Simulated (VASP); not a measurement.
# Mg2Si3N (P6/mmm) in VASP: notebook

Mg2Si3N is run at these levels: PBE; tasks: single point, relaxation of cell and atoms.

Everything below comes from runs of VASP 6.6.1. Logs are shortened: lines on timing, memory, paths and dates and some standing lists are left out, and cuts for length are marked.

## (1) The cell of the first run

It takes space group P6/mmm (No. 191, hexagonal). Conventional cell: a = 4.749 Å, b = 4.749 Å, c = 5.318 Å, α = 90.00°, β = 90.00°, γ = 120.00°. Within 3.6 Å of Mg (site symmetry -6m2) lie 3 N at 2.74 Å and 3 Mg at 2.74 Å and 6 Si at 2.99 Å. Within 3.1 Å of Si (site symmetry mmm) lie 4 Si at 2.37 Å and 4 Mg at 2.99 Å. N (site symmetry 6/mmm) has 6 Mg at 2.74 Å and 12 Si at 3.56 Å within 3.6 Å.

## (2) Single point, PBE, collinear spin, ferromagnetic start

Contents of INCAR:

```
  PREC = Accurate
  ENCUT = 520
  EDIFF = 1E-7
  ISMEAR = 0
  SIGMA = 0.1
  LREAL = F
  LASPH = T
  NELM = 150
  ALGO = Normal
  ISIF = 2
  LWAVE = F
  LCHARG = F
  ISPIN = 2
  MAGMOM = 0 0 0 0 0 1
  LORBIT = 11
  GGA = PE
  NBANDS = 24
```

Contents of KPOINTS:

```
Automatic mesh
0
Gamma
  6 6 6
```

Contents of POSCAR:

```
Mg2Si3N
1.0
    4.7488653574      0.0000000000      0.0000000000
   -2.3744326787      4.1126380387      0.0000000000
    0.0000000000      0.0000000000      5.3179109518
Mg Si N
2 3 1
Direct
    0.3333333333      0.6666666667      0.0000000000
    0.6666666667      0.3333333333      0.0000000000
    0.5000000000      0.0000000000      0.5000000000
    0.5000000000      0.5000000000      0.5000000000
    0.0000000000      0.5000000000      0.5000000000
    0.0000000000      0.0000000000      0.0000000000
```

Potentials or basis: VASP PAW PBE potentials, release 64 (Mg, Si, N).

The run is started by

```sh
$ cat potpaw_PBE.64/Mg/POTCAR potpaw_PBE.64/Si/POTCAR potpaw_PBE.64/N/POTCAR > POTCAR
$ mpirun -np 1 vasp_std > vasp.out
```

OUTCAR:

```text
PREC = Accurate
   ENCUT = 520
   EDIFF = 1E-7
   ISMEAR = 0
   LREAL = F
   LASPH = T
   NELM = 150
   ISIF = 2
   ISPIN = 2
   LORBIT = 11
   GGA = PE

 ion  position               nearest neighbor table
   1  0.333  0.667  0.000-   2 2.74   2 2.74   2 2.74   5 2.99   5 2.99   3 2.99   3 2.99   4 2.99
                             4 2.99
   2  0.667  0.333  0.000-   1 2.74   1 2.74   1 2.74   5 2.99   5 2.99   3 2.99   3 2.99   4 2.99
                             4 2.99
   3  0.500  0.000  0.500-   4 2.37   5 2.37   4 2.37   5 2.37   1 2.99   2 2.99   1 2.99   2 2.99

   4  0.500  0.500  0.500-   5 2.37   5 2.37   3 2.37   3 2.37   1 2.99   2 2.99   1 2.99   2 2.99

   5  0.000  0.500  0.500-   4 2.37   4 2.37   3 2.37   3 2.37   1 2.99   2 2.99   1 2.99   2 2.99

   6  0.000  0.000  0.000-

  LATTYP: Found a hexagonal cell.
 ALAT       =     4.7488653574
 C/A-ratio  =     1.1198276960

  Lattice vectors:

 A1 = (   4.7488653574,   0.0000000000,   0.0000000000)
 A2 = (  -2.3744326787,   4.1126380387,   0.0000000000)
 A3 = (   0.0000000000,   0.0000000000,   5.3179109518)

Analysis of symmetry for initial positions (statically):
=====================================================================
 Subroutine PRICEL returns:
 Original cell was already a primitive cell.

 Routine SETGRP: Setting up the symmetry group for a
 hexagonal supercell.

 Subroutine GETGRP returns: Found 24 space group operations
 (whereof 24 operations were pure point group operations)
 out of a pool of 24 trial point group operations.

The static configuration has the point symmetry D_6h.

Analysis of symmetry for dynamics (positions and initial velocities):
=====================================================================
 Subroutine PRICEL returns:
 Original cell was already a primitive cell.

 Routine SETGRP: Setting up the symmetry group for a
 hexagonal supercell.

 Subroutine GETGRP returns: Found 24 space group operations
 (whereof 24 operations were pure point group operations)
 out of a pool of 24 trial point group operations.

The dynamic configuration has the point symmetry D_6h.

Analysis of structural, dynamic, and magnetic symmetry:
=====================================================================
 Subroutine PRICEL returns:
 Original cell was already a primitive cell.

 Routine SETGRP: Setting up the symmetry group for a
 hexagonal supercell.

 Subroutine GETGRP returns: Found 24 space group operations
 (whereof 24 operations were pure point group operations)
 out of a pool of 24 trial point group operations.

The overall configuration has the point symmetry D_6h.

 Subroutine INISYM returns: Found 24 space group operations
 (whereof 24 operations are pure point group operations),
 and found     1 'primitive' translations

----------------------------------------------------------------------------------------

                                     Primitive cell

  volume of cell :     103.8607

  direct lattice vectors                    reciprocal lattice vectors
     4.748865357  0.000000000  0.000000000     0.210576617  0.121576466  0.000000000
    -2.374432679  4.112638039  0.000000000     0.000000000  0.243152933  0.000000000
     0.000000000  0.000000000  5.317910952     0.000000000  0.000000000  0.188043766

  length of vectors
     4.748865357  4.748865357  5.317910952     0.243152933  0.243152933  0.188043766

  position of ions in fractional coordinates (direct lattice)
     0.333333333  0.666666667  0.000000000
     0.666666667  0.333333333  0.000000000
     0.500000000  0.000000000  0.500000000
     0.500000000  0.500000000  0.500000000
     1.000000000  0.500000000  0.500000000
     0.000000000  0.000000000  0.000000000

  ion indices of the primitive-cell ions
   primitive index   ion index
                 1           1
                 2           2
                 3           3
                 4           4
                 5           5
                 6           6

[... 50 lines left out ...]
  0.166667  0.000000  0.500000      6.000000
  0.333333  0.000000  0.500000      6.000000
 [... further k-points ...]
   k-points           NKPTS =     28   k-points in BZ     NKDIM =     28   number of bands    NBANDS=     24
   number of dos      NEDOS =    301   number of ions     NIONS =      6
   total plane-waves  NPLWV =  51840
   dimension x,y,z NGX =    36 NGY =   36 NGZ =   40
   dimension x,y,z NGXF=    72 NGYF=   72 NGZF=   80
   ions per type =               2   3   1
   NGX,Y,Z   is equivalent  to a cutoff of  12.60, 12.60, 12.50 a.u.
   NGXF,Y,Z  is equivalent  to a cutoff of  25.21, 25.21, 25.01 a.u.
 SYSTEM =  unknown system
   PREC   = accura    normal or accurate (medium, high low for compatibility)
   ISTART =      0    job   : 0-new  1-cont  2-samecut
   ICHARG =      2    charge: 1-file 2-atom 10-const
   ISPIN  =      2    spin polarized calculation?
   LNONCOLLINEAR =      F non collinear calculations
   LSORBIT =      F    spin-orbit coupling
   LASPH  =      T    aspherical Exc in radial PAW
   ENCUT  =  520.0 eV  38.22 Ry    6.18 a.u.   8.83  8.83  9.89*2*pi/ulx,y,z
   NELM   =    150;   NELMIN=  2; NELMDL= -5     # of ELM steps
   EDIFF  = 0.1E-06   stopping-criterion for ELM
   LREAL  =      F    real-space projection
   EDIFFG = 0.1E-05   stopping-criterion for IOM
   NSW    =      0    number of steps for IOM
   IBRION =     -1    ionic relax: 0-MD 1-quasi-New 2-CG
   NFREE  =      0    steps in history (QN), initial steepest desc. (CG)
   ISIF   =      2    stress and relaxation
   ISYM   =      2    0-nonsym 1-usesym 2-fastsym
   POTIM  = 0.5000    time-step for ionic-motion
   TEBEG  =    0.0;   TEEND  =   0.0 temperature during run
   PSTRESS=    0.0 pullay stress
   NELECT =      21.0000    total number of electrons
   NUPDOWN=      -1.0000    fix difference up-down
   EMIN   =  10.00;   EMAX   =-10.00  energy-range for DOS
   EFERMI =   0.00;   METHOD = LEGACY
   ISMEAR =     0;   SIGMA  =   0.10  broadening in eV -4-tet -1-fermi 0-gaus
   EFERMI_NEDOS =   21; number of points for ismear=-14 and -15
   IALGO  =     38    algorithm
   IMIX   =      4    mixing-type and parameters
     AMIX     =   0.40;   BMIX     =  1.00
     AMIX_MAG =   1.60;   BMIX_MAG =  1.00
  volume/ion in A,a.u.               =      17.31       116.81
  Fermi-wavevector in a.u.,A,eV,Ry     =   0.960869  1.815779 12.561837  0.923269
  Thomas-Fermi vector in A             =   2.090191
   LORBIT       =     11    0 simple, 1 ext, 2 COOP (PROOUT), +10 PAW based schemes
   GGA     = PE    functional components
   LHFCALC =     F    Hartree Fock is set to
   AEXX    =    0.0000 exact exchange contribution
   IVDW    =     0    specifies the selected vdW correction
   LEPSILON=     F    determine dielectric tensor
   LRPA    =     F    only Hartree local field effects (RPA)
 spin polarized calculation
 Gauss-broadening in eV      SIGMA  =   0.10
  energy-cutoff  :      520.00
  volume of cell :      103.86
 maximum number of plane-waves:      2820
 NGX is ok and might be reduce to    36
   NGX = 17   NGY = 17   NGZ = 19

 number of electron      21.0000000 magnetization       0.7375650

 Free energy of the ion-electron system (eV)
  ---------------------------------------------------
  ext. energy  EPLUGINS =         0.00000000
  ---------------------------------------------------
  free energy    TOTEN  =       -22.73061438 eV

  energy without entropy =      -22.71585773  energy(sigma->0) =      -22.72323606

 E-fermi :   5.0254     XC(G=0):  -9.6153

 val. band max:        4.9524674235   @ k =   0.3333   0.1667   0.1667
 cond. band min:       5.0273009819   @ k =   0.3333   0.0000   0.5000
 fundamental gap:      0.0748335584
 Fermi energy:         5.0253835220

 spin component 1

 k-point     1 :       0.0000    0.0000    0.0000
  band No.  band energies     occupation
      1      -8.1979      1.00000
      2      -6.6597      1.00000
      3      -1.1625      1.00000
      4      -0.0104      1.00000
      5       1.1415      1.00000
      6       1.1415      1.00000
[... 589 lines left out ...]
     21      11.8647      0.00000
     22      12.2779      0.00000

 [... further k-points ...]

 spin component 2

 k-point     1 :       0.0000    0.0000    0.0000
  band No.  band energies     occupation
      1      -7.5665      1.00000
      2      -6.1670      1.00000
      3      -1.1576      1.00000
      4       0.1079      1.00000
      5       1.1247      1.00000
      6       1.1247      1.00000
[... 589 lines left out ...]
     21      11.7903      0.00000
     22      12.3009      0.00000

 [... further k-points ...]

 [bands above 22 left out]

------------------------ aborting loop because EDIFF is reached ----------------------------------------

  FORCE on cell =-STRESS in cart. coord.  units (eV):
  Direction    XX          YY          ZZ          XY          YZ          ZX
  --------------------------------------------------------------------------------------
  -------------------------------------------------------------------------------------
  Total       -0.0545275     -0.0545275     -0.0690924      0.0000000     -0.0000000      0.0000000
  in kB       -0.8411532     -0.8411532     -1.0658342      0.0000000     -0.0000000      0.0000000
  external PRESSURE =      -0.9160469 kB  Pullay stress =       0.0000000 kB

 VOLUME and BASIS-vectors are now :
 -----------------------------------------------------------------------------
  energy-cutoff  :      520.00
  volume of cell :      103.86
      direct lattice vectors                 reciprocal lattice vectors
     4.748865357  0.000000000  0.000000000     0.210576617  0.121576466  0.000000000
    -2.374432679  4.112638039  0.000000000     0.000000000  0.243152933  0.000000000
     0.000000000  0.000000000  5.317910952     0.000000000  0.000000000  0.188043766

 POSITION                                       TOTAL-FORCE (eV/Angst)
 -----------------------------------------------------------------------------------
     -0.00000      2.74176      0.00000         0.000000     -0.000000     -0.000000
      2.37443      1.37088      0.00000        -0.000000      0.000000      0.000000
      2.37443      0.00000      2.65896        -0.000000     -0.000000     -0.000000
      1.18722      2.05632      2.65896        -0.000000     -0.000000     -0.000000
     -1.18722      2.05632      2.65896        -0.000000     -0.000000     -0.000000
      0.00000      0.00000      0.00000        -0.000000     -0.000000     -0.000000
 -----------------------------------------------------------------------------------
    total drift:                                0.000000      0.000000      0.000000

  FREE ENERGIE OF THE ION-ELECTRON SYSTEM (eV)
  ---------------------------------------------------
  free  energy   TOTEN  =       -22.7306143845 eV

  energy  without entropy=      -22.7158577302  energy(sigma->0) =      -22.72323606

 total charge

# of ion       s       p       d       tot
------------------------------------------
    1        0.190   0.120   0.024   0.334
    2        0.190   0.120   0.024   0.334
    3        0.813   0.835   0.000   1.648
    4        0.813   0.835   0.000   1.648
    5        0.813   0.835   0.000   1.648
    6        1.316   2.062   0.000   3.378
--------------------------------------------------
tot          4.135   4.808   0.049   8.992

 magnetization (x)

# of ion       s       p       d       tot
------------------------------------------
    1       -0.003  -0.005  -0.001  -0.009
    2       -0.003  -0.005  -0.001  -0.009
    3        0.000   0.002   0.000   0.002
    4        0.000   0.002   0.000   0.002
    5        0.000   0.002   0.000   0.002
    6        0.015   0.539   0.000   0.554
--------------------------------------------------
tot          0.009   0.536  -0.002   0.543
```

It took 2.9 min on 1 thread of Intel Xeon 6975P-C, shared host; peak memory 0.32 GiB.

Results:

```
Free energy                                           : -22.7306 eV
Pressure                                              : -0.1 GPa
Net moment                                            : 0.74 μB per cell
Site moments                                          : Mg -0.01; Si +0.00; N +0.55 μB
Valence electrons inside the program's atomic spheres : Mg 0.33; Si 1.65; N 3.38
```

(Part 1 of 2 ends here.)
